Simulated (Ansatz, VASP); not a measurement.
## One calculation of BP, two programs

```
B P
1.0
     3.20394    0.00000    0.00000
    -1.60197    2.77469    0.00000
     0.00000    0.00000    8.46663
B P
2 2
Direct
  0.33333 0.66667 0.25000
  0.66667 0.33333 0.75000
  0.66667 0.33333 0.25000
  0.33333 0.66667 0.75000
```

Alike in both runs: task single point; functional HF; k mesh 6 × 6 × 2; no spin polarisation.

```csv
,VASP,Ansatz
version,VASP 6.6.1,Ansatz 0.2.0
potentials or method,"VASP PAW PBE potentials, release 64 (B, P)","plane waves, PAW"
plane-wave cutoff (eV),520,420
occupations,"gaussian, width 0.01 eV",fixed
valence electrons in the cell,16,16
```

```csv
,VASP,Ansatz,Ansatz less VASP
gap on the k mesh at the Fermi level (eV),6.38,6.29,-0.095
pressure (GPa),2.4,3.6,+1.22
"traceless stress, the component that is largest in VASP (GPa)",-0.88,-1.88,-1.002
```

VASP's potentials were made for PBE, not for HF. Ansatz's warnings: stress exchange threshold loose, stress scf threshold loose.
